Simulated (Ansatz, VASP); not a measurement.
**One calculation of Ca4B3, two programs**

```xyz
7
Lattice="4.3422 0.0000 0.0000 0.0000 4.3422 0.0000 0.0000 0.0000 8.4262" Properties=species:S:1:pos:R:3 pbc="T T T"
Ca    2.1711    2.1711    2.9483
Ca    0.0000    0.0000    9.0529
Ca    2.1711    0.0000    6.2584
Ca    0.0000    2.1711    6.2584
B     2.1711    2.1711    8.0327
B     0.0000    0.0000    4.7866
B     0.0000    0.0000    3.2537
```

Alike in both runs: functional PBE; k mesh 4 × 4 × 2; occupations gaussian, width 0.1 eV; no spin polarisation.

Ansatz relaxed the structure, and its values are those at the end. VASP's run is a single point on that final structure, the one shown.

```csv
,VASP,Ansatz
version,VASP 6.6.1,Ansatz 0.2.0
potentials or method,"VASP PAW PBE potentials, release 64 (Ca_sv, B), cutoff 520 eV","scalar-relativistic, plane waves, PAW"
valence electrons in the cell,49,49
```

VASP gave:

* gap on the k mesh at the Fermi level (eV): none
* pressure (GPa): 0.2
* rms of the force components (eV/Å): 0.003

**Question.** Which values does Ansatz return?

**Answer.** gap on the k mesh at the Fermi level (eV): none; pressure (GPa): 0.1; rms of the force components (eV/Å): 0.002.

A gap of «none» marks a metal or a gap that the smearing closes.

The k mesh is coarse, so the values compare programs but aren't converged.
